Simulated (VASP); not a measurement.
# HgTe (P4/mmm) in VASP: further runs

The runs below take HgTe through single point, with r2SCAN.

Everything below comes from runs of VASP 6.6.1. Logs are shortened: lines on timing, memory, paths and dates and some standing lists are left out, and cuts for length are marked.

**1. The cell of the first run**

The structure is tetragonal, space group P4/mmm (No. 123). Conventional cell: a = 3.396 Å, b = 3.396 Å, c = 4.733 Å, α = 90.00°, β = 90.00°, γ = 90.00°. Within 4.4 Å of Hg (site symmetry 4/mmm) lie 8 Te at 3.37 Å and 4 Hg at 3.40 Å. Within 4.4 Å of Te (site symmetry 4/mmm) lie 8 Hg at 3.37 Å and 4 Te at 3.40 Å.

**2. Single point, r2SCAN**

POSCAR reads:

```
HgTe
1.0
    3.3957617680      0.0000000000      0.0000000000
    0.0000000000      3.3957617680      0.0000000000
    0.0000000000      0.0000000000      4.7325761281
Hg Te
1 1
Direct
    0.5000000000      0.5000000000      0.0000000000
    0.0000000000      0.0000000000      0.5000000000
```

INCAR.step1 reads:

```
PREC = Accurate
ENCUT = 520
ISMEAR = 0
SIGMA = 0.1
LREAL = False
LASPH = True
NELM = 100
NBANDS = 16
GGA = PE
ALGO = Normal
EDIFF = 1E-4
LWAVE = True
LCHARG = False
```

INCAR.step2 reads:

```
PREC = Accurate
ENCUT = 520
EDIFF = 1E-6
ISMEAR = 0
SIGMA = 0.1
LREAL = False
LASPH = True
NELM = 100
ALGO = Normal
ISIF = 2
LWAVE = False
LCHARG = False
METAGGA = R2SCAN
LMIXTAU = True
NBANDS = 16
ISTART = 1
```

KPOINTS reads:

```
Automatic mesh
0
Gamma
  4 4 6
```

Potentials or basis: VASP PAW PBE potentials, release 64 (Hg, Te).

Launch:

```console
$ cat potpaw_PBE.64/Hg/POTCAR potpaw_PBE.64/Te/POTCAR > POTCAR
$ cp INCAR.step1 INCAR
$ mpirun -np 1 vasp_std > vasp.out
$ cp INCAR.step2 INCAR
$ mpirun -np 1 vasp_std > vasp.out
```

OUTCAR:

```text
PREC = Accurate
   ENCUT = 520
   EDIFF = 1E-6
   ISMEAR = 0
   LREAL = False
   LASPH = True
   NELM = 100
   ISIF = 2
   METAGGA = R2SCAN
   ISTART = 1

 ion  position               nearest neighbor table
   1  0.500  0.500  0.000-   2 3.37   2 3.37   2 3.37   2 3.37   2 3.37   2 3.37   2 3.37   2 3.37

   2  0.000  0.000  0.500-   1 3.37   1 3.37   1 3.37   1 3.37   1 3.37   1 3.37   1 3.37   1 3.37

  LATTYP: Found a simple tetragonal cell.
 ALAT       =     3.3957617680
 C/A-ratio  =     1.3936714209

  Lattice vectors:

 A1 = (   3.3957617680,   0.0000000000,   0.0000000000)
 A2 = (   0.0000000000,   3.3957617680,   0.0000000000)
 A3 = (   0.0000000000,   0.0000000000,   4.7325761281)

Analysis of symmetry for initial positions (statically):
=====================================================================
 Subroutine PRICEL returns:
 Original cell was already a primitive cell.

 Routine SETGRP: Setting up the symmetry group for a
 simple tetragonal supercell.

 Subroutine GETGRP returns: Found 16 space group operations
 (whereof 16 operations were pure point group operations)
 out of a pool of 16 trial point group operations.

The static configuration has the point symmetry D_4h.

Analysis of symmetry for dynamics (positions and initial velocities):
=====================================================================
 Subroutine PRICEL returns:
 Original cell was already a primitive cell.

 Routine SETGRP: Setting up the symmetry group for a
 simple tetragonal supercell.

 Subroutine GETGRP returns: Found 16 space group operations
 (whereof 16 operations were pure point group operations)
 out of a pool of 16 trial point group operations.

The dynamic configuration has the point symmetry D_4h.

 Subroutine INISYM returns: Found 16 space group operations
 (whereof 16 operations are pure point group operations),
 and found     1 'primitive' translations

----------------------------------------------------------------------------------------

                                     Primitive cell

  volume of cell :      54.5723

  direct lattice vectors                    reciprocal lattice vectors
     3.395761768  0.000000000  0.000000000     0.294484734  0.000000000  0.000000000
     0.000000000  3.395761768  0.000000000     0.000000000  0.294484734  0.000000000
     0.000000000  0.000000000  4.732576128     0.000000000  0.000000000  0.211301408

  length of vectors
     3.395761768  3.395761768  4.732576128     0.294484734  0.294484734  0.211301408

  position of ions in fractional coordinates (direct lattice)
     0.500000000  0.500000000  0.000000000
     0.000000000  0.000000000  0.500000000

  ion indices of the primitive-cell ions
   primitive index   ion index
                 1           1
                 2           2

----------------------------------------------------------------------------------------

 KPOINTS: Automatic mesh

Automatic generation of k-mesh.
 Grid dimensions read from file:
 generate k-points for:    4    4    6

 Generating k-lattice:

  Cartesian coordinates                     Fractional coordinates (reciprocal lattice)
     0.073621183  0.000000000  0.000000000     0.250000000  0.000000000  0.000000000
     0.000000000  0.073621183  0.000000000     0.000000000  0.250000000  0.000000000
     0.000000000  0.000000000  0.035216901     0.000000000  0.000000000  0.166666667

  Length of vectors
     0.073621183  0.073621183  0.035216901

  Shift w.r.t. Gamma in fractional coordinates (k-lattice)
     0.000000000  0.000000000  0.000000000

 Subroutine IBZKPT returns following result:
 ===========================================

 Found     24 irreducible k-points:

 Following reciprocal coordinates:
            Coordinates               Weight
  0.000000  0.000000  0.000000      1.000000
  0.250000  0.000000  0.000000      4.000000
  0.500000  0.000000  0.000000      2.000000
  0.250000  0.250000  0.000000      4.000000
  0.500000  0.250000  0.000000      4.000000
  0.500000  0.500000  0.000000      1.000000
[... 16 lines left out ...]
  0.500000  0.250000  0.500000      4.000000
  0.500000  0.500000  0.500000      1.000000
   k-points           NKPTS =     24   k-points in BZ     NKDIM =     24   number of bands    NBANDS=     16
   number of dos      NEDOS =    301   number of ions     NIONS =      2
   total plane-waves  NPLWV =  28224
   dimension x,y,z NGX =    28 NGY =   28 NGZ =   36
   dimension x,y,z NGXF=    56 NGYF=   56 NGZF=   72
   ions per type =               1   1
   NGX,Y,Z   is equivalent  to a cutoff of  13.71, 13.71, 12.65 a.u.
   NGXF,Y,Z  is equivalent  to a cutoff of  27.42, 27.42, 25.29 a.u.
 SYSTEM =  unknown system
   PREC   = accura    normal or accurate (medium, high low for compatibility)
   ISTART =      1    job   : 0-new  1-cont  2-samecut
   ICHARG =      0    charge: 1-file 2-atom 10-const
   ISPIN  =      1    spin polarized calculation?
   LNONCOLLINEAR =      F non collinear calculations
   LSORBIT =      F    spin-orbit coupling
   LASPH  =      T    aspherical Exc in radial PAW
   ENCUT  =  520.0 eV  38.22 Ry    6.18 a.u.   6.31  6.31  8.80*2*pi/ulx,y,z
   NELM   =    100;   NELMIN=  2; NELMDL=  0     # of ELM steps
   EDIFF  = 0.1E-05   stopping-criterion for ELM
   LREAL  =      F    real-space projection
   EDIFFG = 0.1E-04   stopping-criterion for IOM
   NSW    =      0    number of steps for IOM
   IBRION =     -1    ionic relax: 0-MD 1-quasi-New 2-CG
   NFREE  =      0    steps in history (QN), initial steepest desc. (CG)
   ISIF   =      2    stress and relaxation
   ISYM   =      2    0-nonsym 1-usesym 2-fastsym
   POTIM  = 0.5000    time-step for ionic-motion
   TEBEG  =    0.0;   TEEND  =   0.0 temperature during run
   PSTRESS=    0.0 pullay stress
   NELECT =      18.0000    total number of electrons
   NUPDOWN=      -1.0000    fix difference up-down
   EMIN   =  10.00;   EMAX   =-10.00  energy-range for DOS
   EFERMI =   0.00;   METHOD = LEGACY
   ISMEAR =     0;   SIGMA  =   0.10  broadening in eV -4-tet -1-fermi 0-gaus
   EFERMI_NEDOS =   21; number of points for ismear=-14 and -15
   IALGO  =     38    algorithm
   IMIX   =      4    mixing-type and parameters
     AMIX     =   0.40;   BMIX     =  1.00
     AMIX_MAG =   1.60;   BMIX_MAG =  1.00
  volume/ion in A,a.u.               =      27.29       184.14
  Fermi-wavevector in a.u.,A,eV,Ry     =   1.131119  2.137505 17.407706  1.279430
  Thomas-Fermi vector in A             =   2.267817
   LORBIT       =      0    0 simple, 1 ext, 2 COOP (PROOUT), +10 PAW based schemes
   METAGGA = R2SCAN    functional components
   LHFCALC =     F    Hartree Fock is set to
   AEXX    =    0.0000 exact exchange contribution
   IVDW    =     0    specifies the selected vdW correction
   LEPSILON=     F    determine dielectric tensor
   LRPA    =     F    only Hartree local field effects (RPA)
 non-spin polarized calculation
 Gauss-broadening in eV      SIGMA  =   0.10
  energy-cutoff  :      520.00
  volume of cell :       54.57
 maximum number of plane-waves:      1484
 NGX is ok and might be reduce to    28
   NGX = 13   NGY = 13   NGZ = 17

 number of electron      18.0000002 magnetization

 Free energy of the ion-electron system (eV)
  ---------------------------------------------------
  ext. energy  EPLUGINS =         0.00000000
  ---------------------------------------------------
  free energy    TOTEN  =       -74.49705954 eV

  energy without entropy =      -74.48960567  energy(sigma->0) =      -74.49333261

 E-fermi :   4.8545     XC(G=0): -10.7143

 val. band max:        4.8381991668   @ k =   0.5000   0.2500   0.0000
 cond. band min:       4.9016529665   @ k =   0.2500   0.0000   0.1667
 fundamental gap:      0.0634537996
 Fermi energy:         4.8544592111

 k-point     1 :       0.0000    0.0000    0.0000
  band No.  band energies     occupation
      1      -8.2988      2.00000
      2      -2.4198      2.00000
      3      -2.2549      2.00000
      4      -1.6414      2.00000
      5      -1.6414      2.00000
      6      -1.4446      2.00000
[... 8 lines left out ...]
     15      15.5260      0.00000
     16      17.4998      0.00000

 k-point     2 :       0.2500    0.0000    0.0000
  band No.  band energies     occupation
      1      -7.6408      2.00000
      2      -2.3139      2.00000
      3      -2.0595      2.00000
      4      -1.9758      2.00000
      5      -1.6217      2.00000
      6      -1.6180      2.00000
[... 8 lines left out ...]
     15      16.5272      0.00000
     16      17.4680      0.00000

 k-point     3 :       0.5000    0.0000    0.0000
  band No.  band energies     occupation
      1      -6.6375      2.00000
      2      -2.5469      2.00000
      3      -2.3659      2.00000
      4      -2.1781      2.00000
      5      -1.7876      2.00000
      6      -1.5944      2.00000
[... 8 lines left out ...]
     15      16.1715      0.00000
     16      18.4022      0.00000

 k-point     4 :       0.2500    0.2500    0.0000
  band No.  band energies     occupation
      1      -7.0154      2.00000
      2      -2.0345      2.00000
      3      -1.9961      2.00000
      4      -1.9012      2.00000
      5      -1.8386      2.00000
      6      -1.7275      2.00000
[... 8 lines left out ...]
     15      14.3289      0.00000
     16      17.0877      0.00000
[... 324 lines left out ...]
 k-point    22 :       0.2500    0.2500    0.5000
  band No.  band energies     occupation
      1      -6.8157      2.00000
      2      -2.0384      2.00000
      3      -2.0171      2.00000
      4      -1.8632      2.00000
      5      -1.7586      2.00000
      6      -1.5921      2.00000
[... 8 lines left out ...]
     15      15.6802      0.00000
     16      17.1071      0.00000

 k-point    23 :       0.5000    0.2500    0.5000
  band No.  band energies     occupation
      1      -6.0385      2.00000
      2      -2.1992      2.00000
      3      -2.1172      2.00000
      4      -1.7860      2.00000
      5      -1.7714      2.00000
      6      -1.4732      2.00000
[... 8 lines left out ...]
     15      17.0423      0.00000
     16      17.1742      0.00000

 k-point    24 :       0.5000    0.5000    0.5000
  band No.  band energies     occupation
      1      -5.0412      2.00000
      2      -2.5159      2.00000
      3      -2.4136      2.00000
      4      -2.4136      2.00000
      5      -1.5722      2.00000
      6      -1.1215      2.00000
[... 8 lines left out ...]
     15      17.8665      0.00000
     16      18.4137      0.00000

------------------------ aborting loop because EDIFF is reached ----------------------------------------

  FORCE on cell =-STRESS in cart. coord.  units (eV):
  Direction    XX          YY          ZZ          XY          YZ          ZX
  --------------------------------------------------------------------------------------
  -------------------------------------------------------------------------------------
  Total        0.0458995      0.0458995      0.0667149      0.0000000      0.0000000      0.0000000
  in kB        1.3475556      1.3475556      1.9586704      0.0000000      0.0000000      0.0000000
  external PRESSURE =       1.5512605 kB  Pullay stress =       0.0000000 kB

 VOLUME and BASIS-vectors are now :
 -----------------------------------------------------------------------------
  energy-cutoff  :      520.00
  volume of cell :       54.57
      direct lattice vectors                 reciprocal lattice vectors
     3.395761768  0.000000000  0.000000000     0.294484734  0.000000000  0.000000000
     0.000000000  3.395761768  0.000000000     0.000000000  0.294484734  0.000000000
     0.000000000  0.000000000  4.732576128     0.000000000  0.000000000  0.211301408

 POSITION                                       TOTAL-FORCE (eV/Angst)
 -----------------------------------------------------------------------------------
      1.69788      1.69788      0.00000         0.000000      0.000000      0.000000
      0.00000      0.00000      2.36629         0.000000      0.000000      0.000000
 -----------------------------------------------------------------------------------
    total drift:                                0.000000      0.000000     -0.000000

  FREE ENERGIE OF THE ION-ELECTRON SYSTEM (eV)
  ---------------------------------------------------
  free  energy   TOTEN  =       -74.4970595416 eV

  energy  without entropy=      -74.4896056733  energy(sigma->0) =      -74.49333261
```

Wall time 37 s (1 thread of Intel Xeon 6975P-C (Granite Rapids), shared host); peak memory 0.18 GiB.

Results:

```
Free energy            : -74.4971 eV
Pressure               : 0.2 GPa
Band gap on the k mesh : zero (band 9 reaches 6.17 eV, above the bottom of band 10 at 3.88 eV)
```

Caveat: the k points lie up to 0.46 Å⁻¹ apart; the PAW data sets were made with another functional, which shifts forces and pressure a little; spin-orbit coupling is left out, which moves the levels of the heavy elements.

**3. Single point, r2SCAN**

This run uses another cell than the first one, of 27.48 Å³/atom, 1.007 times its volume.

POSCAR reads:

```
HgTe
1.0
    3.6252180698      0.0000000000      0.0000000000
    0.0000000000      3.6252180698      0.0000000000
    0.0000000000      0.0000000000      4.1814595675
Hg Te
1 1
Direct
    0.5000000000      0.5000000000      0.0000000000
    0.0000000000      0.0000000000      0.5000000000
```

INCAR.step1 reads:

```
SYSTEM = HgTe
PREC = Accurate ; ENCUT = 520
ISMEAR = 0 ; SIGMA = 0.1
LREAL = .False. ; LASPH = .True.
NELM = 60 ; NBANDS = 16
GGA = PE ; ALGO = Normal
EDIFF = 1E-4 ; LWAVE = .True.
LCHARG = .False.
```

INCAR.step2 reads:

```
SYSTEM = HgTe
PREC = Accurate ; ENCUT = 520
EDIFF = 1E-7 ; ISMEAR = 0
SIGMA = 0.1 ; LREAL = .False.
LASPH = .True. ; NELM = 60
ALGO = Normal ; ISIF = 2
LWAVE = .False. ; LCHARG = .True.
METAGGA = R2SCAN ; LMIXTAU = .True.
LELF = .True. ; LVHAR = .True.
NBANDS = 16 ; ISTART = 1
```

KPOINTS reads:

```
regular mesh
0
Gamma
  6 6 4
  0 0 0
```

Potentials or basis: VASP PAW PBE potentials, release 64 (Hg, Te).

Launch:

```console
$ cat potpaw_PBE.64/Hg/POTCAR potpaw_PBE.64/Te/POTCAR > POTCAR
$ cp INCAR.step1 INCAR
$ mpirun -np 1 vasp_std > vasp.out
$ cp INCAR.step2 INCAR
$ mpirun -np 1 vasp_std > vasp.out
```

Wall time 45 s (1 thread of Intel Xeon 6975P-C (Granite Rapids), shared host); peak memory 0.18 GiB.

It converged, with:

```
Free energy            : -74.2201 eV
Pressure               : 0.1 GPa
Band gap on the k mesh : zero (band 9 reaches 5.84 eV, above the bottom of band 10 at 3.09 eV)
```

Stress tensor (GPa, compression positive):
```
0.02 0.00 0.00
0.00 0.02 0.00
0.00 0.00 0.18
```

Levels at points of the mesh, in eV from the Fermi level:
| k point | band 6 | band 7 | band 8 | band 9 | band 10 | band 11 | band 12 | band 13 |
| --- | --- | --- | --- | --- | --- | --- | --- | --- |
| (0.00, 0.00, 0.00) | -6.28 | -2.25 | -2.13 | -0.16 | -0.16 | 6.13 | 6.50 | 9.63 |
| (0.50, 0.00, 0.00) | -6.36 | -5.30 | 0.00 | 1.31 | 1.93 | 2.97 | 4.54 | 6.99 |
| (0.50, 0.50, 0.00) | -6.03 | -3.97 | -3.97 | -2.05 | 0.00 | 6.02 | 6.02 | 7.54 |
| (0.00, 0.00, 0.50) | -6.27 | -5.98 | 0.95 | 0.95 | 3.21 | 4.40 | 6.50 | 6.76 |
| (0.50, 0.00, 0.50) | -6.06 | -4.51 | -3.80 | -2.94 | 1.20 | 7.51 | 8.13 | 8.55 |
| (0.50, 0.50, 0.50) | -6.03 | -1.98 | -1.98 | -0.90 | -0.85 | 1.62 | 1.62 | 1.83 |

Caveat: the k points lie up to 0.38 Å⁻¹ apart; the PAW data sets were made with another functional, which shifts forces and pressure a little; spin-orbit coupling is left out, which moves the levels of the heavy elements.
